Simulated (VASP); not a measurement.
Here is a VASP 6.6.1 calculation.

The input POSCAR:

```
BaTiO3
1.0
    2.8276681575      1.6325549719      2.3177316080
   -2.8276681575      1.6325549719      2.3177316080
    0.0000000000     -3.2651099438      2.3177316080
Ba Ti O
1 1 3
Direct
    0.0000000000      0.0000000000      0.0000000000
    0.5140000000      0.5140000000      0.5140000000
    0.4916000000      0.4916000000      0.9815000000
    0.4916000000      0.9815000000      0.4916000000
    0.9815000000      0.4916000000      0.4916000000
```

The input INCAR.step1:

```
PREC = Accurate ; ENCUT = 600
ISMEAR = 0 ; SIGMA = 0.02
LREAL = F ; LASPH = T
NELM = 80 ; GGA = PE
ALGO = Normal ; EDIFF = 1E-4
LWAVE = T ; LCHARG = F
```

The input INCAR.step2:

```
PREC = Accurate ; ENCUT = 600
EDIFF = 1E-7 ; ISMEAR = 0
SIGMA = 0.02 ; LREAL = F
LASPH = T ; NELM = 80
ALGO = Normal ; ISIF = 3
LWAVE = F ; LCHARG = F
METAGGA = R2SCAN ; LMIXTAU = T
IBRION = 2 ; NSW = 100
EDIFFG = -0.005 ; ISTART = 1
```

File KPOINTS:

```
regular mesh
0
Gamma
  6 6 6
```

Potentials or basis: VASP PAW PBE potentials, release 64 (Ba_sv, Ti_sv, O).

Launch:

```bash
$ cat potpaw_PBE.64/Ba_sv/POTCAR potpaw_PBE.64/Ti_sv/POTCAR potpaw_PBE.64/O/POTCAR > POTCAR
$ cp INCAR.step1 INCAR
$ mpirun -np 1 vasp_std > vasp.out
$ cp INCAR.step2 INCAR
$ mpirun -np 1 vasp_std > vasp.out
```

**Question.** Estimate the space group after relaxing (to 0.1 Å).

**Answer.** R3m (No. 160).

**Question.** What does it give for the band gap on the k mesh?

**Answer.** 2.76 eV (least direct gap 3.21 eV).

**Question.** What does it give for the relaxed cell?

**Answer.** a = 4.035 Å, b = 4.035 Å, c = 4.035 Å, α = 89.81°, β = 89.81°, γ = 89.81°.

**Question.** Predict the relaxed volume.

**Answer.** 13.14 Å³/atom.

The path:
```tsv
step	energy change (eV)	largest force (eV/Å)	pressure (GPa)	volume (Å³)
1	0.0000	0.1782	3.73	64.20
2	0.0092	0.3335	-4.25	67.02
3	-0.0152	0.0719	0.04	65.42
4	-0.0152	0.0675	0.10	65.39
5	-0.0158	0.0527	0.09	65.45
6	-0.0167	0.0165	0.08	65.61
7	-0.0167	0.0138	0.07	65.67
8	-0.0167	0.0119	0.07	65.66
9	-0.0167	0.0129	-0.18	65.75
10	-0.0167	0.0060	-0.01	65.69
11	-0.0167	0.0058	0.00	65.69
12	-0.0167	0.0057	-0.10	65.72
13	-0.0167	0.0057	-0.02	65.69
14	-0.0167	0.0058	-0.02	65.69
15	-0.0167	0.0060	-0.03	65.69
16	-0.0168	0.0015	0.00	65.68
```

Caveat: the PAW data sets were made with another functional, which shifts forces and pressure a little; spin-orbit coupling is left out, which moves the levels of the heavy elements. A k mesh can miss the band edges.
